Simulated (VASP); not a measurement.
# SnSe (CsCl type): density of states with PBE

SnSe (CsCl type):

```
Sn Se
1.0
     2.71148    0.00000    0.00000
     0.00000    2.71148    0.00000
     0.00000    0.00000    2.71148
Sn Se
1 1
Direct
  0.00000 0.00000 0.00000
  0.50000 0.50000 0.50000
```

This cell differs from its parent crystal: volume scaled by 0.4.

```json
{
  "Program": "VASP 6.6.1",
  "Task": "density of states",
  "Functional": "PBE",
  "Potentials or basis": "VASP PAW PBE potentials, release 64 (Sn_d, Se)",
  "Cutoff": "520 eV",
  "k mesh": "14 × 14 × 14",
  "Occupations": "fermi-dirac, width 0.1 eV",
  "Spin": "no spin polarisation",
  "Dipole correction": "no",
  "k mesh for the DOS": "21 × 21 × 21",
  "Occupations for the DOS": "tetrahedron",
  "Further INCAR settings": "ALGO = Normal; EDIFF = 1e-06"
}
```

The valence electrons inside the program's atomic spheres are Sn 13.96; Se 4.85.

Levels at points of the mesh, in eV from the Fermi level:
```csv
k point,band 7,band 8,band 9,band 10,band 11,band 12,band 13,band 14
"(0.00, 0.00, 0.00)",-6.22,-6.22,-6.22,-0.52,1.21,1.21,14.05,14.05
```

Run time: 53 s on 1 thread of Intel(R) Xeon(R) Platinum 8259CL CPU @ 2.50GHz (Skylake/Cascade Lake) (shared host), peak memory 0.2 GiB.

Caveat: spin-orbit coupling is left out, which moves the levels of the heavy elements.
